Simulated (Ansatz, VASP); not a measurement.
## C: VASP beside Ansatz

File INCAR:

```
SYSTEM = C
PREC = Accurate ; ENCUT = 600
EDIFF = 1E-6 ; ISMEAR = 0
SIGMA = 0.1 ; LREAL = .FALSE.
LASPH = .TRUE. ; NELM = 100
ALGO = Fast ; ISIF = 3
LWAVE = .FALSE. ; LCHARG = .FALSE.
GGA = PE ; IBRION = 2
NSW = 90 ; EDIFFG = -0.04
```

File KPOINTS:

```
Automatic mesh
0
G
  9 9 9
  0 0 0
```

The input POSCAR:

```
C
1.0
    1.4511496564      0.8378216447      3.4748703916
   -1.4511496564      0.8378216447      3.4748703916
    0.0000000000     -1.6756432894      3.4748703916
C
2
Direct
    0.0577000000      0.0577000000      0.0577000000
    0.9423000000      0.9423000000      0.9423000000
```

Input for Ansatz:

```yaml
crystal:
  lattice:
    - [1.4511496564, 0.8378216447, 3.4748703916]
    - [-1.4511496564, 0.8378216447, 3.4748703916]
    - [0.0, -1.6756432894, 3.4748703916]
  atoms:
    - { symbol: C, position: [0.0577, 0.0577, 0.0577] }
    - { symbol: C, position: [0.9423, 0.9423, 0.9423] }
basis:
  ecutwfc: 420
kpoints:
  mp_grid: { grid: [9, 9, 9] }
hamiltonian:
  xc: pbe
scf:
  occupations: { method: gaussian, width: 0.1 }
  lower_state_search: "off"
output:
  forces: true
  stress: true
  eigenvalues: true
relax:
  adjacent_minimum: "off"
  f_tol: 0.04
  max_steps: 70
  cell: { stress_tol: 0.4 }
```

Alike in both runs: task relaxation of cell and atoms; functional PBE; k mesh 9 × 9 × 9; occupations gaussian, width 0.1 eV; no spin polarisation.

```csv
,VASP,Ansatz
version,VASP 6.6.1,Ansatz 0.2.0
potentials or method,"VASP PAW PBE potentials, release 64 (C), cutoff 600 eV","scalar-relativistic, plane waves, PAW"
valence electrons in the cell,8,8
```

VASP gave:

- gap on the k mesh at the Fermi level, each at its own relaxed structure (eV): 0.34
- relaxed volume (Å³/atom): 9.83
- relaxed cell length with the largest relative difference (Å): 3.993

What did Ansatz give for the same quantities?

gap on the k mesh at the Fermi level, each at its own relaxed structure (eV): 4.15; relaxed volume (Å³/atom): 5.70; relaxed cell length with the largest relative difference (Å): 2.526.

Noted on VASP's run: the volume moved by over 15 % at a fixed basis, so the end points are rough.
